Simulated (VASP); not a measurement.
# Li3Si2 (P-3m1) in VASP: notebook, part 2 of 2

VASP 6.6.1. Earlier steps stand in the parts before.

### Step 5. Relaxation of cell and atoms, PBE

Input file INCAR:

```
PREC = Accurate
ENCUT = 600
EDIFF = 1E-6
ISMEAR = 0
SIGMA = 0.1
LREAL = False
LASPH = True
NELM = 80
ALGO = Fast
ISIF = 3
LWAVE = False
LCHARG = False
GGA = PE
IBRION = 2
NSW = 100
EDIFFG = -0.01
```

Input file KPOINTS:

```
regular mesh
0
Gamma
  12 12 8
```

Input file POSCAR:

```
Li3Si2
1.0
    4.1534366966      0.0000000000      0.0000000000
   -2.0767183483      3.5969816923      0.0000000000
    0.0000000000      0.0000000000      5.3230309392
Li Si
3 2
Direct
    0.0000000000      0.0000000000      0.0000000000
    0.3333333333      0.6666666667      0.6307417789
    0.6666666667      0.3333333333      0.3692582211
    0.3333333333      0.6666666667      0.1279633395
    0.6666666667      0.3333333333      0.8720366605
```

Potentials or basis: VASP PAW PBE potentials, release 64 (Li_sv, Si).

Run with:

```bash
$ cat potpaw_PBE.64/Li_sv/POTCAR potpaw_PBE.64/Si/POTCAR > POTCAR
$ mpirun -np 1 vasp_std > vasp.out
```

OUTCAR:

```text
PREC = Accurate
   ENCUT = 600
   EDIFF = 1E-6
   ISMEAR = 0
   LREAL = False
   LASPH = True
   NELM = 80
   ISIF = 3
   GGA = PE
   IBRION = 2
   NSW = 100
   EDIFFG = -0.01

 ion  position               nearest neighbor table
   1  0.000  0.000  0.000-   4 2.49   5 2.49   5 2.49   4 2.49   5 2.49   4 2.49
   2  0.333  0.667  0.631-   4 2.65   4 2.68   5 2.72   5 2.72   5 2.72
   3  0.667  0.333  0.369-   5 2.65   5 2.68   4 2.72   4 2.72   4 2.72
   4  0.333  0.667  0.128-   1 2.49   1 2.49   1 2.49   2 2.65   2 2.68   3 2.72   3 2.72   3 2.72
                             5 2.76   5 2.76   5 2.76
   5  0.667  0.333  0.872-   1 2.49   1 2.49   1 2.49   3 2.65   3 2.68   2 2.72   2 2.72   2 2.72
                             4 2.76   4 2.76   4 2.76

  LATTYP: Found a hexagonal cell.
 ALAT       =     4.1534366966
 C/A-ratio  =     1.2815967422

  Lattice vectors:

 A1 = (   4.1534366966,   0.0000000000,   0.0000000000)
 A2 = (  -2.0767183483,   3.5969816923,   0.0000000000)
 A3 = (   0.0000000000,   0.0000000000,   5.3230309392)

Analysis of symmetry for initial positions (statically):
=====================================================================
 Subroutine PRICEL returns:
 Original cell was already a primitive cell.

 Routine SETGRP: Setting up the symmetry group for a
 hexagonal supercell.
[... 370 lines left out ...]

 number of electron      17.0000014 magnetization

 Free energy of the ion-electron system (eV)
  ---------------------------------------------------
  ext. energy  EPLUGINS =         0.00000000
  ---------------------------------------------------
  free energy    TOTEN  =       -16.93112583 eV

  energy without entropy =      -16.92260409  energy(sigma->0) =      -16.92686496

 E-fermi :   4.4528     XC(G=0):  -8.8176

 val. band max:        4.4482344993   @ k =  -0.0833   0.4167   0.3750
 cond. band min:       4.4567504405   @ k =  -0.0833   0.3333   0.3750
 fundamental gap:      0.0085159412
 Fermi energy:         4.4527562978

 k-point     1 :       0.0000    0.0000    0.0000
  band No.  band energies     occupation
      1     -42.1522      2.00000
      2     -42.1255      2.00000
      3     -41.9432      2.00000
      4      -6.1479      2.00000
      5      -1.1421      2.00000
      6       1.6376      2.00000
      7       2.9325      2.00000
      8       2.9325      2.00000
      9       4.5641      0.11523
     10       4.6903      0.00078
     11       4.6903      0.00078
     12       9.2016      0.00000
[... 331 lines left out ...]
 k-point    24 :       0.0000    0.1667    0.1250
  band No.  band energies     occupation
      1     -42.1505      2.00000
      2     -42.1270      2.00000
      3     -41.9431      2.00000
      4      -5.9048      2.00000
      5      -1.3378      2.00000
      6       1.3127      2.00000
      7       2.1113      2.00000
      8       2.2002      2.00000
      9       4.3413      1.88517
     10       5.7703      0.00000
     11       6.4382      0.00000
     12       7.6228      0.00000

 [... further k-points ...]

------------------------ aborting loop because EDIFF is reached ----------------------------------------

  FORCE on cell =-STRESS in cart. coord.  units (eV):
  Direction    XX          YY          ZZ          XY          YZ          ZX
  --------------------------------------------------------------------------------------
  -------------------------------------------------------------------------------------
  Total       -0.0134050     -0.0134050     -0.0024062     -0.0000000     -0.0000000      0.0000000
  in kB       -0.2684383     -0.2684383     -0.0481844     -0.0000000     -0.0000000      0.0000000
  external PRESSURE =      -0.1950203 kB  Pullay stress =       0.0000000 kB
[... 20 lines left out ...]
  FREE ENERGIE OF THE ION-ELECTRON SYSTEM (eV)
  ---------------------------------------------------
  free  energy   TOTEN  =       -16.9311258320 eV

  energy  without entropy=      -16.9226040898  energy(sigma->0) =      -16.92686496

 reached required accuracy - stopping structural energy minimisation
```

CONTCAR:

```text
Li3Si2
   1.00000000000000
     4.1569007256268877    0.0000000000000000   -0.0000000000000000
    -2.0784503628134439    3.5999816294368165    0.0000000000000000
     0.0000000000000000    0.0000000000000000    5.3464290190301522
  Li              Si
     3     2
Direct
     1.0000000000000000    0.0000000000000000    1.0000000000000000
     0.3333333332999970    0.6666666667000030    0.6306357600795255
     0.6666666667000030    0.3333333332999970    0.3693642399204743
     0.3333333332999970    0.6666666667000030    0.1272728008306317
     0.6666666667000030    0.3333333332999970    0.8727271991693685

  0.00000000E+00  0.00000000E+00  0.00000000E+00
  0.00000000E+00  0.00000000E+00  0.00000000E+00
  0.00000000E+00  0.00000000E+00  0.00000000E+00
  0.00000000E+00  0.00000000E+00  0.00000000E+00
  0.00000000E+00  0.00000000E+00  0.00000000E+00
```

Run time: 4.9 min. Hardware: 1 thread of Intel Xeon 6975P-C (Granite Rapids), shared host; peak memory 0.33 GiB.

What came out:

```yaml
Free_energy: -16.9311 eV
Relaxed_volume: 16.00 Å³/atom
Relaxed_cell: a = 4.157 Å, b = 4.157 Å, c = 5.346 Å, α = 90.00°, β = 90.00°, γ = 120.00°
Space_group_after_relaxing_to_0.1_Å: P-3m1 (No. 164)
Energy_gained_by_relaxing: 0.1 meV/atom
Ionic_steps: 6
Pressure_after_relaxing: 0.0 GPa
Largest_force_after_relaxing: 0.009 eV/Å
Band_gap_on_the_k_mesh: zero (an odd number of electrons rules out a gap without spin polarisation)
```

Forces in eV/Å, atoms in the order of the input:
```
Li   0.000  0.000  0.000
Li   0.000  0.000 -0.001
Li   0.000  0.000  0.001
Si   0.000  0.000 -0.009
Si   0.000  0.000  0.009
```

Step by step:
| step | energy change (eV) | largest force (eV/Å) | pressure (GPa) | volume (Å³) |
| --- | --- | --- | --- | --- |
| 1 | 0.0000 | 0.0218 | 0.20 | 79.53 |
| 2 | -0.0004 | 0.0213 | 0.09 | 79.76 |
| 3 | -0.0005 | 0.0212 | 0.03 | 79.89 |
| 4 | -0.0005 | 0.0209 | -0.10 | 80.14 |
| 5 | -0.0006 | 0.0209 | -0.04 | 80.03 |
| 6 | -0.0006 | 0.0094 | -0.02 | 80.01 |

Final structure:
```yaml
crystal:
  lattice:
    - [4.15690, 0.00000, 0.00000]
    - [-2.07845, 3.59998, 0.00000]
    - [0.00000, 0.00000, 5.34643]
  atoms:
    - { symbol: Li, position: [0.00000, 0.00000, 0.00000] }
    - { symbol: Li, position: [0.33333, 0.66667, 0.63064] }
    - { symbol: Li, position: [0.66667, 0.33333, 0.36936] }
    - { symbol: Si, position: [0.33333, 0.66667, 0.12727] }
    - { symbol: Si, position: [0.66667, 0.33333, 0.87273] }
```

Levels at points of the mesh, in eV from the Fermi level:
```
           k point  band 5  band 6  band 7  band 8  band 9  band 10  band 11  band 12
(0.00, 0.00, 0.00)   -5.59   -2.82   -1.52   -1.52    0.11     0.24     0.24     4.75
(0.50, 0.00, 0.00)   -7.47   -3.33   -3.22   -2.60   -0.80     0.33     2.35     2.40
(0.00, 0.00, 0.50)   -6.50   -1.31   -1.31   -0.03   -0.02     0.32     0.32     2.28
(0.50, 0.00, 0.50)   -7.42   -3.83   -3.26   -3.13    0.27     0.78     1.31     4.16
```

Caveat: the cutoff is under 1.25 times the usual one of these potentials, so pressure, stress and relaxed cells hold a basis-set (Pulay) error.

### Step 6. The runs side by side

| task | cell | k mesh | cutoff (eV) | gap on the mesh (eV) | pressure (GPa) | relaxed volume (Å³/atom) | largest force (eV/Å) |
| --- | --- | --- | --- | --- | --- | --- | --- |
| single point | a = 4.153, b = 4.153, c = 5.323 Å, angles 90.0, 90.0, 120.0°, 5 atoms, atomic positions A | 6 × 6 × 4 | 520 | none | - | - | 0.01 |
| relaxation of cell and atoms | relaxed from a = 3.634, b = 3.634, c = 5.654 Å, angles 90.0, 90.0, 120.0°, 5 atoms, atomic positions B | 6 × 6 × 4 | 600 | none | 0.0 | 15.87 | 0.03 |
| single point | a = 4.160, b = 4.160, c = 5.349 Å, angles 90.0, 90.0, 120.0°, 5 atoms, atomic positions C | 12 × 12 × 8 | 520 | none | - | - | 0.01 |
| relaxation of cell and atoms | relaxed from a = 4.153, b = 4.153, c = 5.323 Å, angles 90.0, 90.0, 120.0°, 5 atoms, atomic positions A | 12 × 12 × 8 | 600 | none | 0.0 | 16.00 | 0.01 |

Alike in all rows: level PBE; potentials or basis VASP PAW PBE potentials, release 64 (Li_sv, Si); no spin polarisation; smearing gaussian 0.1 eV.

Caveats: the cutoff is under 1.25 times the usual one of these potentials, so pressure, stress and relaxed cells hold a basis-set (Pulay) error; the volume moved by over 15 % at a fixed basis, so the end points are rough (at least some runs).

Total energies depend on the potentials used, so only differences within one code and one set of settings carry meaning.
